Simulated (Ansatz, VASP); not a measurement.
**SnO2: VASP beside Ansatz**

The input INCAR:

```
SYSTEM = SnO2
ALGO     = Normal         ! electronic algorithm
EDIFF    = 1E-6           ! SCF threshold, eV
ENCUT    = 520            ! plane-wave cutoff, eV
GGA      = PS             ! functional
ISIF     = 2              ! what is computed and relaxed
ISMEAR   = -1             ! smearing method
LASPH    = .True.         ! aspherical terms in the spheres
LCHARG   = .False.        ! write CHGCAR
LREAL    = .False.        ! projectors in reciprocal space
LWAVE    = .False.        ! write WAVECAR
NBANDS   = 35             ! bands
NELM     = 80             ! most SCF steps
PREC     = Accurate       ! precision mode
SIGMA    = 0.05           ! smearing width, eV
```

The input KPOINTS:

```
k-points
0
Gamma
  9 9 9
  0 0 0
```

The input POSCAR:

```
SnO2
1.0
   -1.9866449275      1.9866449275      5.0892907133
    1.9866449275     -1.9866449275      5.0892907133
    1.9866449275      1.9866449275     -5.0892907133
Sn O
2 4
Direct
    0.0000000000      0.0000000000      0.0000000000
    0.7500000000      0.2500000000      0.5000000000
    0.5465225900      0.0465225900      0.5000000000
    0.2034774100      0.2034774100      0.0000000000
    0.9534774100      0.4534774100      0.5000000000
    0.7965225900      0.7965225900      0.0000000000
```

The input input.yaml:

```yaml
crystal:
  lattice:
    - [-1.9866449275, 1.9866449275, 5.0892907133]
    - [1.9866449275, -1.9866449275, 5.0892907133]
    - [1.9866449275, 1.9866449275, -5.0892907133]
  atoms:
    - { symbol: Sn, position: [0.0, 0.0, 0.0] }
    - { symbol: Sn, position: [0.75, 0.25, 0.5] }
    - { symbol: O, position: [0.54652259, 0.04652259, 0.5] }
    - { symbol: O, position: [0.20347741, 0.20347741, 0.0] }
    - { symbol: O, position: [0.95347741, 0.45347741, 0.5] }
    - { symbol: O, position: [0.79652259, 0.79652259, 0.0] }
kpoints:
  mp_grid: { grid: [9, 9, 9] }
scf:
  occupations: { method: fermi_dirac, width: 0.05 }
hamiltonian:
  xc: pbesol
  pseudopotentials: { kind: all_electron, lapw: { basis_error: 0.001 } }
output:
  forces: true
  stress: true
  eigenvalues: true
```

Change from the starting cell: volume scaled by 0.98.

Alike in both runs: task single point; functional PBEsol; k mesh 9 × 9 × 9; occupations fermi-dirac, width 0.05 eV; no spin polarisation.

|  | VASP | Ansatz |
| --- | --- | --- |
| version | VASP 6.6.1 | Ansatz 0.2.0 |
| potentials or method | VASP PAW PBE potentials, release 64 (Sn_d, O), cutoff 520 eV | all-electron LAPW, scalar-relativistic |

|  | VASP | Ansatz | Ansatz less VASP |
| --- | --- | --- | --- |
| gap on the k mesh at the Fermi level (eV) | 1.77 | 1.78 | +0.010 |
| least direct gap on the mesh (eV) | 2.17 | 2.18 | +0.009 |
| pressure (GPa) | 5.1 | 4.4 | -0.66 |
| traceless stress, the component that is largest in VASP (GPa) | -0.14 | -0.32 | -0.182 |
| rms of the force components (eV/Å) | 0.033 | 0.019 | -0.0134 |

VASP's potentials were made for PBE, not for PBEsol. Atom by atom the forces differ by 0.013 eV/Å (rms over components). Ansatz ran all-electron here, and VASP with PAW potentials.
